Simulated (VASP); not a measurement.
# GaSb3 (Immm) in VASP: further runs

GaSb3 is run at these levels: PBEsol; tasks: single point.

All numbers are computed with VASP 6.6.1; they aren't measurements. Logs are shortened: lines on timing, memory, paths and dates and some standing lists are left out, and cuts for length are marked.

### Step 1. The cell of the first run

The structure is orthorhombic, space group Immm (No. 71). Conventional cell: a = 4.951 Å, b = 5.363 Å, c = 7.293 Å, α = 90.00°, β = 90.00°, γ = 90.00°. Within 4.0 Å of Ga (site symmetry mmm) lie 14 Sb at 3.07 to 3.65 Å. Sb (site symmetry mm2) has 4 Ga at 3.07 to 3.24 Å and 10 Sb at 3.07 to 3.65 Å within 4.0 Å. Within 4.0 Å of Sb (site symmetry mmm) lie 8 Sb at 3.07 to 3.24 Å and 6 Ga at 3.65 Å.

### Step 2. Single point, PBEsol (engineering shear strain xz -0.0800, normal strain along z +0.0000)

INCAR reads:

```
SYSTEM = GaSb3
  ALGO = Normal
  EDIFF = 1E-6
  ENCUT = 520
  GGA = PS
  ISIF = 2
  ISMEAR = 0
  LASPH = .TRUE.
  LCHARG = .TRUE.
  LELF = .TRUE.
  LREAL = .FALSE.
  LVHAR = .TRUE.
  LWAVE = .FALSE.
  NBANDS = 22
  NELM = 100
  PREC = Accurate
  SIGMA = 0.15
```

KPOINTS reads:

```
k-points
0
G
  10 10 10
  0 0 0
```

POSCAR reads:

```
GaSb3
1.0
   -0.1458668159      3.6466703981      3.6466703981
    3.5008035822      0.0000000000      3.5008035822
    3.6466703981      3.6466703981     -0.1458668159
Ga Sb
1 3
Direct
    0.0000000000      0.0000000000      0.0000000000
    0.2500000000      0.2500000000      0.2500000000
    0.7500000000      0.7500000000      0.7500000000
    0.5000000000      0.5000000000      0.5000000000
```

Potentials or basis: VASP PAW PBE potentials, release 64 (Ga_d, Sb).

On the command line:

```
$ cat potpaw_PBE.64/Ga_d/POTCAR potpaw_PBE.64/Sb/POTCAR > POTCAR
$ mpirun -np 1 vasp_std > vasp.out
```

OUTCAR:

```text
SYSTEM = GaSb3
   EDIFF = 1E-6
   ENCUT = 520
   GGA = PS
   ISIF = 2
   ISMEAR = 0
   LASPH = .TRUE.
   LREAL = .FALSE.
   NELM = 100
   PREC = Accurate

 ion  position               nearest neighbor table
   1  0.000  0.000  0.000-   2 3.07   3 3.07   3 3.07   2 3.07   3 3.24   2 3.24   3 3.24   2 3.24

   2  0.250  0.250  0.250-   1 3.07   4 3.07   1 3.07   4 3.07   1 3.24   4 3.24   1 3.24   4 3.24
                             3 3.65   3 3.65   3 3.65   3 3.65   3 3.65   3 3.65
   3  0.750  0.750  0.750-   1 3.07   4 3.07   4 3.07   1 3.07   4 3.24   1 3.24   4 3.24   1 3.24
                             2 3.65   2 3.65   2 3.65   2 3.65   2 3.65   2 3.65
   4  0.500  0.500  0.500-   2 3.07   3 3.07   2 3.07   3 3.07   2 3.24   3 3.24   2 3.24   3 3.24

  LATTYP: Found a body centered orthorhombic cell.
 ALAT       =     4.9508839052
 B/A-ratio  =     1.0833333333
 C/A-ratio  =     1.4731391275

  Lattice vectors:

 A1 = (   3.6466703981,  -3.6466703981,  -0.1458668159)
 A2 = (  -3.6466703981,  -3.6466703981,   0.1458668159)
 A3 = (   0.1458668159,   3.6466703981,  -3.6466703981)

Analysis of symmetry for initial positions (statically):
=====================================================================
 Subroutine PRICEL returns:
 Original cell was already a primitive cell.

 Routine SETGRP: Setting up the symmetry group for a
 body centered orthorhombic supercell.

 Subroutine GETGRP returns: Found  8 space group operations
 (whereof  8 operations were pure point group operations)
 out of a pool of  8 trial point group operations.

The static configuration has the point symmetry D_2h.

Analysis of symmetry for dynamics (positions and initial velocities):
=====================================================================
 Subroutine PRICEL returns:
 Original cell was already a primitive cell.

 Routine SETGRP: Setting up the symmetry group for a
 body centered orthorhombic supercell.

 Subroutine GETGRP returns: Found  8 space group operations
 (whereof  8 operations were pure point group operations)
 out of a pool of  8 trial point group operations.

The dynamic configuration has the point symmetry D_2h.

 Subroutine INISYM returns: Found  8 space group operations
 (whereof  8 operations are pure point group operations),
 and found     1 'primitive' translations

----------------------------------------------------------------------------------------

                                     Primitive cell

  volume of cell :      96.8332

  direct lattice vectors                    reciprocal lattice vectors
    -0.145866816  3.646670398  3.646670398    -0.131837863  0.137111377  0.131837863
     3.500803582  0.000000000  3.500803582     0.142824351 -0.137111377  0.142824351
     3.646670398  3.646670398 -0.145866816     0.131837863  0.137111377 -0.131837863

  length of vectors
     5.159233190  4.950883905  5.159233190     0.231434599  0.244125214  0.231434599

  position of ions in fractional coordinates (direct lattice)
     0.000000000  0.000000000  0.000000000
     0.250000000  0.250000000  0.250000000
     0.750000000  0.750000000  0.750000000
     0.500000000  0.500000000  0.500000000

  ion indices of the primitive-cell ions
   primitive index   ion index
                 1           1
                 2           2
                 3           3
                 4           4

----------------------------------------------------------------------------------------

 KPOINTS: k-points

Automatic generation of k-mesh.
 Grid dimensions read from file:
 generate k-points for:   10   10   10

 Generating k-lattice:

  Cartesian coordinates                     Fractional coordinates (reciprocal lattice)
    -0.013183786  0.013711138  0.013183786     0.100000000  0.000000000  0.000000000
     0.014282435 -0.013711138  0.014282435     0.000000000  0.100000000 -0.000000000
     0.013183786  0.013711138 -0.013183786     0.000000000  0.000000000  0.100000000

  Length of vectors
     0.023143460  0.024412521  0.023143460

  Shift w.r.t. Gamma in fractional coordinates (k-lattice)
     0.000000000  0.000000000  0.000000000

 Subroutine IBZKPT returns following result:
 ===========================================

 Found    171 irreducible k-points:

 Following reciprocal coordinates:
            Coordinates               Weight
  0.000000  0.000000  0.000000      1.000000
  0.100000  0.000000 -0.000000      4.000000
  0.200000  0.000000 -0.000000      4.000000
  0.300000  0.000000 -0.000000      4.000000
  0.400000  0.000000 -0.000000      4.000000
  0.500000  0.000000 -0.000000      2.000000
[... 16 lines left out ...]
 -0.400000  0.200000  0.000000      8.000000
 -0.300000  0.200000  0.000000      8.000000
 [... further k-points ...]
   k-points           NKPTS =    171   k-points in BZ     NKDIM =    171   number of bands    NBANDS=     22
   number of dos      NEDOS =    301   number of ions     NIONS =      4
   total plane-waves  NPLWV =  64000
   dimension x,y,z NGX =    40 NGY =   40 NGZ =   40
   dimension x,y,z NGXF=    80 NGYF=   80 NGZF=   80
   ions per type =               1   3
   NGX,Y,Z   is equivalent  to a cutoff of  12.89, 13.43, 12.89 a.u.
   NGXF,Y,Z  is equivalent  to a cutoff of  25.78, 26.86, 25.78 a.u.
 SYSTEM =  GaSb3
   PREC   = accura    normal or accurate (medium, high low for compatibility)
   ISTART =      0    job   : 0-new  1-cont  2-samecut
   ICHARG =      2    charge: 1-file 2-atom 10-const
   ISPIN  =      1    spin polarized calculation?
   LNONCOLLINEAR =      F non collinear calculations
   LSORBIT =      F    spin-orbit coupling
   LASPH  =      T    aspherical Exc in radial PAW
   ENCUT  =  520.0 eV  38.22 Ry    6.18 a.u.   9.59  9.21  9.59*2*pi/ulx,y,z
   NELM   =    100;   NELMIN=  2; NELMDL= -5     # of ELM steps
   EDIFF  = 0.1E-05   stopping-criterion for ELM
   LREAL  =      F    real-space projection
   EDIFFG = 0.1E-04   stopping-criterion for IOM
   NSW    =      0    number of steps for IOM
   IBRION =     -1    ionic relax: 0-MD 1-quasi-New 2-CG
   NFREE  =      0    steps in history (QN), initial steepest desc. (CG)
   ISIF   =      2    stress and relaxation
   ISYM   =      2    0-nonsym 1-usesym 2-fastsym
   POTIM  = 0.5000    time-step for ionic-motion
   TEBEG  =    0.0;   TEEND  =   0.0 temperature during run
   PSTRESS=    0.0 pullay stress
   NELECT =      28.0000    total number of electrons
   NUPDOWN=      -1.0000    fix difference up-down
   EMIN   =  10.00;   EMAX   =-10.00  energy-range for DOS
   EFERMI =   0.00;   METHOD = LEGACY
   ISMEAR =     0;   SIGMA  =   0.15  broadening in eV -4-tet -1-fermi 0-gaus
   EFERMI_NEDOS =   21; number of points for ismear=-14 and -15
   IALGO  =     38    algorithm
   IMIX   =      4    mixing-type and parameters
     AMIX     =   0.40;   BMIX     =  1.00
     AMIX_MAG =   1.60;   BMIX_MAG =  1.00
  volume/ion in A,a.u.               =      24.21       163.37
  Fermi-wavevector in a.u.,A,eV,Ry     =   1.082562  2.045746 15.945220  1.171941
  Thomas-Fermi vector in A             =   2.218607
   LORBIT       =      0    0 simple, 1 ext, 2 COOP (PROOUT), +10 PAW based schemes
   GGA     = PS    functional components
   LHFCALC =     F    Hartree Fock is set to
   AEXX    =    0.0000 exact exchange contribution
   IVDW    =     0    specifies the selected vdW correction
   LEPSILON=     F    determine dielectric tensor
   LRPA    =     F    only Hartree local field effects (RPA)
 non-spin polarized calculation
 Gauss-broadening in eV      SIGMA  =   0.15
  energy-cutoff  :      520.00
  volume of cell :       96.83
 maximum number of plane-waves:      2637
 NGX is ok and might be reduce to    40
   NGX = 19   NGY = 19   NGZ = 19

 number of electron      28.0000005 magnetization

 Free energy of the ion-electron system (eV)
  ---------------------------------------------------
  ext. energy  EPLUGINS =         0.00000000
  ---------------------------------------------------
  free energy    TOTEN  =       -16.33853669 eV

  energy without entropy =      -16.31249675  energy(sigma->0) =      -16.32551672

 E-fermi :   8.1302     XC(G=0): -10.6063

 val. band max:        8.1234684929   @ k =   0.5000   0.3000   0.1000
 cond. band min:       8.1472409713   @ k =   0.2000  -0.3000   0.2000
 fundamental gap:      0.0237724785
 Fermi energy:         8.1301924145

 k-point     1 :       0.0000    0.0000    0.0000
  band No.  band energies     occupation
      1      -6.6167      2.00000
      2      -6.6142      2.00000
      3      -6.6105      2.00000
      4      -6.5964      2.00000
      5      -6.5960      2.00000
      6      -4.8323      2.00000
[... 14 lines left out ...]
     21      14.6152      0.00000
     22      15.5028      0.00000

 k-point     2 :       0.1000    0.0000   -0.0000
  band No.  band energies     occupation
      1      -6.6164      2.00000
      2      -6.6144      2.00000
      3      -6.6106      2.00000
      4      -6.5966      2.00000
      5      -6.5961      2.00000
      6      -4.7552      2.00000
[... 14 lines left out ...]
     21      13.9905      0.00000
     22      15.1726      0.00000

 k-point     3 :       0.2000    0.0000   -0.0000
  band No.  band energies     occupation
      1      -6.6157      2.00000
      2      -6.6156      2.00000
      3      -6.6103      2.00000
      4      -6.5970      2.00000
      5      -6.5962      2.00000
      6      -4.5256      2.00000
[... 14 lines left out ...]
     21      12.7403      0.00000
     22      14.3161      0.00000
[... 476 lines left out ...]
 k-point    23 :      -0.4000    0.2000    0.0000
  band No.  band energies     occupation
      1      -6.6178      2.00000
      2      -6.6168      2.00000
      3      -6.6082      2.00000
      4      -6.5987      2.00000
      5      -6.5971      2.00000
      6      -3.0507      2.00000
[... 14 lines left out ...]
     21      13.2621      0.00000
     22      16.0404      0.00000

 k-point    24 :      -0.3000    0.2000    0.0000
  band No.  band energies     occupation
      1      -6.6185      2.00000
      2      -6.6158      2.00000
      3      -6.6084      2.00000
      4      -6.5978      2.00000
      5      -6.5974      2.00000
      6      -3.5065      2.00000
[... 14 lines left out ...]
     21      13.9825      0.00000
     22      15.1715      0.00000

 [... further k-points ...]

------------------------ aborting loop because EDIFF is reached ----------------------------------------

  FORCE on cell =-STRESS in cart. coord.  units (eV):
  Direction    XX          YY          ZZ          XY          YZ          ZX
  --------------------------------------------------------------------------------------
  -------------------------------------------------------------------------------------
  Total        0.4072458      0.5175881      0.4072458      0.0000000      0.0000000      1.1781290
  in kB        6.7381877      8.5638833      6.7381877      0.0000000      0.0000000     19.4930281
  external PRESSURE =       7.3467529 kB  Pullay stress =       0.0000000 kB

 VOLUME and BASIS-vectors are now :
 -----------------------------------------------------------------------------
  energy-cutoff  :      520.00
  volume of cell :       96.83
      direct lattice vectors                 reciprocal lattice vectors
    -0.145866816  3.646670398  3.646670398    -0.131837863  0.137111377  0.131837863
     3.500803582  0.000000000  3.500803582     0.142824351 -0.137111377  0.142824351
     3.646670398  3.646670398 -0.145866816     0.131837863  0.137111377 -0.131837863

 POSITION                                       TOTAL-FORCE (eV/Angst)
 -----------------------------------------------------------------------------------
      0.00000      0.00000      0.00000         0.000000     -0.000000     -0.000000
      1.75040      1.82334      1.75040        -0.000000     -0.202814     -0.000000
      5.25121      5.47001      5.25121         0.000000      0.202814      0.000000
      3.50080      3.64667      3.50080         0.000000     -0.000000     -0.000000
 -----------------------------------------------------------------------------------
    total drift:                               -0.000000      0.000000      0.000000

  FREE ENERGIE OF THE ION-ELECTRON SYSTEM (eV)
  ---------------------------------------------------
  free  energy   TOTEN  =       -16.3385366937 eV

  energy  without entropy=      -16.3124967534  energy(sigma->0) =      -16.32551672
```

Wall time 2.9 min (1 thread of Intel Xeon Platinum 8488C (Sapphire Rapids), shared host); peak memory 0.49 GiB.

What came out:

```
Free energy            : -16.3385 eV
Pressure               : 0.7 GPa
Largest force          : 0.203 eV/Å
Band gap on the k mesh : zero (bands 14 and 15 overlap by 3.85 eV)
```

Forces on the atoms (eV/Å):
```
Ga   0.000  0.000  0.000
Sb   0.000 -0.203  0.000
Sb   0.000  0.203  0.000
Sb   0.000  0.000  0.000
```

Caveat: the cell differs from its parent crystal (engineering shear strain xz -0.0800, normal strain along z +0.0000); the PAW data sets were made with another functional, which shifts forces and pressure a little; spin-orbit coupling is left out, which moves the levels of the heavy elements.

### Step 3. Single point, PBEsol (engineering shear strain xz -0.0533, normal strain along z +0.0000)

INCAR reads:

```
SYSTEM = GaSb3
PREC = Accurate
ENCUT = 520
EDIFF = 1E-6
ISMEAR = 0
SIGMA = 0.15
LREAL = .False.
LASPH = .True.
NELM = 80
ALGO = Normal
ISIF = 2
LWAVE = .False.
LCHARG = .False.
GGA = PS
NBANDS = 22
```

KPOINTS reads:

```
Automatic mesh
0
Gamma
  10 10 10
  0 0 0
```

POSCAR reads:

```
GaSb3
1.0
   -0.0971837661      3.6466703981      3.6466703981
    3.5494866320      0.0000000000      3.5494866320
    3.6466703981      3.6466703981     -0.0971837661
Ga Sb
1 3
Direct
    0.0000000000      0.0000000000      0.0000000000
    0.2500000000      0.2500000000      0.2500000000
    0.7500000000      0.7500000000      0.7500000000
    0.5000000000      0.5000000000      0.5000000000
```

Potentials or basis: VASP PAW PBE potentials, release 64 (Ga_d, Sb).

On the command line:

```
$ cat potpaw_PBE.64/Ga_d/POTCAR potpaw_PBE.64/Sb/POTCAR > POTCAR
$ mpirun -np 1 vasp_std > vasp.out
```

It took 2.8 min on 1 thread of Intel Xeon Platinum 8488C (Sapphire Rapids), shared host; peak memory 0.49 GiB.

The run converged. Its results:

```
Free energy            : -16.3711 eV
Pressure               : 0.4 GPa
Largest force          : 0.118 eV/Å
Band gap on the k mesh : zero (bands 14 and 15 overlap by 4.00 eV)
```

Forces in eV/Å, atoms in the order of the input:
```
Ga   0.000  0.000  0.000
Sb   0.000 -0.118  0.000
Sb   0.000  0.118  0.000
Sb   0.000  0.000  0.000
```

Stress tensor (GPa, compression positive):
```
0.31 0.00 1.96
0.00 0.49 0.00
1.96 0.00 0.31
```

Levels at points of the mesh, in eV from the Fermi level:
```
           k point  band 11  band 12  band 13  band 14  band 15  band 16  band 17  band 18
(0.00, 0.00, 0.00)    -2.62    -2.60    -2.55    -2.53    -2.52    -0.87    -0.79    -0.65
(0.50, 0.00, 0.00)    -3.64    -2.78    -2.75    -0.23     0.11     1.97     2.31     2.82
(0.00, 0.50, 0.00)    -3.77    -2.89    -2.86    -0.31     0.05     2.08     2.59     2.96
(0.50, 0.50, 0.00)    -5.54     0.80     0.86     1.17     1.57     1.94     2.11     2.28
(0.50, 0.00, 0.50)    -5.43     0.89     0.99     1.28     1.37     1.86     2.20     2.21
```

Caveat: the cell differs from its parent crystal (engineering shear strain xz -0.0533, normal strain along z +0.0000); the PAW data sets were made with another functional, which shifts forces and pressure a little; spin-orbit coupling is left out, which moves the levels of the heavy elements.
